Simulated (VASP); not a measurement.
The system is B5Ru.

```
B Ru
1.0
     4.43499    0.00000    0.00000
     0.00000    1.67574    3.19154
     0.00000   -1.67574    3.19154
B Ru
5 1
Cartesian
  0.7518 0.7937 3.8483
  3.6832 -0.7937 3.8483
  0.7518 -0.7937 3.8483
  3.6832 0.7937 3.8483
  0.0000 0.0000 2.0154
  2.2175 0.0000 6.1535
```

* Program: VASP 6.6.1
* Task: relaxation of cell and atoms
* Functional: PBE
* Potentials or basis: VASP PAW PBE potentials, release 64 (B, Ru_pv)
* Cutoff: 600 eV
* k mesh: 4 × 6 × 6
* Occupations: gaussian, width 0.1 eV
* Spin: no spin polarisation

At the start: pressure 56.4 GPa; volume 7.91 Å³/atom.

Question: How do energy, volume and symmetry change on relaxing?

Answer: Over 34 steps the energy falls by 1159.6 meV/atom and the volume is 7.71 Å³/atom (-2.4 %); space group P4/mmm (No. 123, to 0.05 Å).

Step by step:
```
step  energy change (eV)  largest force (eV/Å)  pressure (GPa)  volume (Å³)
   1              0.0000                7.0160           56.40        47.44
   2             -1.7038                2.4582          -37.17        68.51
   3             -3.3931                2.3058          -14.45        57.51
   4             -3.3995                2.4447          -13.05        57.13
   5             -3.4006                2.5869          -11.62        56.76
   6             -4.2371                1.9878           -6.69        53.09
   7             -4.5897                1.3281            5.44        49.64
   8             -4.5955                1.6404            7.88        49.15
   9             -4.9251                0.7888           -2.38        50.25
  10             -5.0576                1.1968           -7.48        51.14
  11             -5.2441                1.1779           -7.78        50.96
  12             -5.5908                3.1280           -6.02        50.09
  13             -5.6684                3.9837           -4.18        49.48
  14             -6.0474                3.6595           -5.73        48.67
  15             -6.1469                3.4662           -5.53        48.11
  16             -6.1218                2.8255           -2.57        46.79
  17             -6.1717                3.2977           -4.97        47.67
  18             -6.4985                2.6483           -2.69        46.96
  19             -6.8855                0.6758            6.62        45.27
  20             -6.8908                0.3457            8.57        45.00
  21             -6.9357                0.1770           -0.65        46.44
  22             -6.9358                0.1798           -0.42        46.40
  23             -6.9397                0.1174           -0.19        46.39
  24             -6.9426                0.1168            0.30        46.38
  25             -6.9460                0.0915           -0.31        46.45
  26             -6.9492                0.1526           -2.08        46.66
  27             -6.9506                0.1579           -1.75        46.59
  28             -6.9534                0.1749           -0.76        46.40
  29             -6.9503                0.2112            1.39        46.02
  30             -6.9539                0.1810           -0.30        46.32
  31             -6.9552                0.1487           -0.12        46.29
  32             -6.9572                0.0517            0.46        46.21
  33             -6.9573                0.0270            0.60        46.20
  34             -6.9577                0.0189            0.03        46.28
```

Final structure:
```cif
data_structure
_symmetry_space_group_name_H-M 'P 1'
_symmetry_Int_Tables_number 1
_cell_length_a 5.6546
_cell_length_b 2.8608
_cell_length_c 2.8608
_cell_angle_alpha 89.781
_cell_angle_beta 90.000
_cell_angle_gamma 90.000
_cell_volume 46.28
loop_
_atom_site_label
_atom_site_type_symbol
_atom_site_fract_x
_atom_site_fract_y
_atom_site_fract_z
_atom_site_occupancy
B1 B 0.20529 0.86712 0.36373 1
B2 B 0.79471 0.36373 0.86712 1
B3 B 0.20529 0.36373 0.86712 1
B4 B 0.79471 0.86712 0.36373 1
B5 B 0.00000 0.36583 0.36583 1
Ru1 Ru 0.50000 0.86383 0.86383 1
```
